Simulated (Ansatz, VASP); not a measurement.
**Cs: VASP beside Ansatz**

Contents of INCAR:

```
SYSTEM = Cs
PREC     = Accurate       ! precision mode
ENCUT    = 520            ! plane-wave cutoff, eV
EDIFF    = 1E-8           ! SCF threshold, eV
ISMEAR   = -1             ! smearing method
SIGMA    = 0.03           ! smearing width, eV
LREAL    = .False.        ! projectors in reciprocal space
LASPH    = .True.         ! aspherical terms in the spheres
NELM     = 60             ! most SCF steps
ALGO     = Normal         ! electronic algorithm
ISIF     = 2              ! what is computed and relaxed
LWAVE    = .False.        ! write WAVECAR
LCHARG   = .False.        ! write CHGCAR
GGA      = CA             ! functional
LEFG     = .True.       
NBANDS   = 16             ! bands
```

KPOINTS

```
regular mesh
0
Gamma
  9 9 9
  0 0 0
```

POSCAR

```
Cs
1.0
   -2.5707596849      2.5707596849      9.6596187484
    2.5707596849     -2.5707596849      9.6596187484
    2.5707596849      2.5707596849     -9.6596187484
Cs
2
Direct
    0.2500000000      0.7500000000      0.5000000000
    0.5000000000      0.5000000000      0.0000000000
```

Input for Ansatz:

```yaml
crystal:
  lattice:
    - [-2.5707596849, 2.5707596849, 9.6596187484]
    - [2.5707596849, -2.5707596849, 9.6596187484]
    - [2.5707596849, 2.5707596849, -9.6596187484]
  atoms:
    - { symbol: Cs, position: [0.25, 0.75, 0.5] }
    - { symbol: Cs, position: [0.5, 0.5, 0.0] }
kpoints:
  mp_grid: { grid: [9, 9, 9] }
scf:
  occupations: { method: fermi_dirac, width: 0.03 }
hamiltonian:
  xc: lda
  pseudopotentials: { kind: paw }
output:
  forces: true
  stress: true
  eigenvalues: true
  efg: { contact_densities: true }
  write_density: true
  write_potential: true
  elf: true
  volumetric_format: npy
```

Change from the starting cell: volume scaled by 1.02, PAW files.

Alike in both runs: task electric field gradients; functional LDA; k mesh 9 × 9 × 9; occupations fermi-dirac, width 0.03 eV; no spin polarisation.

|  | VASP | Ansatz |
| --- | --- | --- |
| version | VASP 6.6.1 | Ansatz 0.2.0 |
| potentials or method | VASP PAW LDA potentials, release 64 (Cs_sv) | PAW with Ansatz's default frozen-core files, scalar-relativistic |
| plane-wave cutoff (eV) | 520 | 420 |
| valence electrons in the cell | 18 | 18 |

|  | VASP | Ansatz | Ansatz less VASP |
| --- | --- | --- | --- |
| pressure (GPa) | -0.3 | -0.3 | +0.01 |
| traceless stress, the component that is largest in VASP (GPa) | -0.08 | -0.08 | 0.000 |
| size of Vzz on the site where it differs most (V/Å²) | 4.6 | 4.7 | +0.15 |

LDA's correlation is that of Perdew and Zunger in VASP and of Perdew and Wang (1992) in Ansatz.

Spin-orbit coupling is off throughout.
